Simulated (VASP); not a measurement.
A run of VASP 6.6.1 is set up as follows.

The input INCAR:

```
  ALGO = Normal
  EDIFF = 1E-6
  ENCUT = 520
  GGA = PE
  ISIF = 2
  ISMEAR = 0
  LASPH = True
  LCHARG = False
  LREAL = Auto
  LWAVE = False
  NBANDS = 46
  NELM = 80
  PREC = Accurate
  SIGMA = 0.1
```

File KPOINTS:

```
k-points
0
Gamma
  10 10 2
```

The input POSCAR:

```
Al
1.0
    4.0414568371      0.0000000000      0.0000000000
   -2.0207284185      4.5184861079      0.0000000000
    0.0000000000      0.0000000000     18.3739444317
Al
20
Direct
    0.4000000000      0.8000000000      0.0737754399
    0.2000000000      0.4000000000      0.2705099461
    0.7000000000      0.4000000000      0.0245918133
    0.5000000000      0.0000000000      0.2213263196
    0.9000000000      0.8000000000      0.3196935727
    0.8000000000      0.6000000000      0.1721426930
    0.6000000000      0.2000000000      0.3688771993
    0.1000000000      0.2000000000      0.1229590664
    0.3000000000      0.6000000000      0.4180608259
    0.0000000000      0.0000000000      0.4672444524
    0.9000000000      0.8000000000      0.9180608259
    0.7000000000      0.4000000000      0.7213263196
    0.2000000000      0.4000000000      0.9672444524
    0.0000000000      0.0000000000      0.7705099461
    0.4000000000      0.8000000000      0.6721426930
    0.3000000000      0.6000000000      0.8196935727
    0.1000000000      0.2000000000      0.6229590664
    0.6000000000      0.2000000000      0.8688771993
    0.8000000000      0.6000000000      0.5737754399
    0.5000000000      0.0000000000      0.5245918133
```

Potentials or basis: VASP PAW PBE potentials, release 64 (Al).

Launch:

```console
$ cat potpaw_PBE.64/Al/POTCAR > POTCAR
$ mpirun -np 1 vasp_std > vasp.out
```

**Question.** Predict the pressure.

**Answer.** 4.0 GPa.

**Question.** Estimate the band gap on the k mesh.

**Answer.** Zero (bands 30 and 31 overlap by 2.55 eV).

**Question.** Predict the largest force.

**Answer.** 2.755 eV/Å.

Forces on the atoms (eV/Å):
```
Al   0.000  0.387  0.033
Al   0.000 -0.027  0.000
Al   0.000 -0.330  2.735
Al   0.000  0.027  0.000
Al   0.000 -0.091  0.005
Al   0.000  0.091 -0.005
Al   0.000  0.119  0.118
Al   0.000 -0.119 -0.118
Al   0.000 -0.387 -0.033
Al   0.000  0.330 -2.735
Al   0.000  0.387 -0.033
Al   0.000 -0.027  0.000
Al   0.000 -0.330 -2.735
Al   0.000  0.027  0.000
Al   0.000 -0.091 -0.005
Al   0.000  0.091  0.005
Al   0.000  0.119 -0.118
Al   0.000 -0.119  0.118
Al   0.000 -0.387  0.033
Al   0.000  0.330  2.735
```
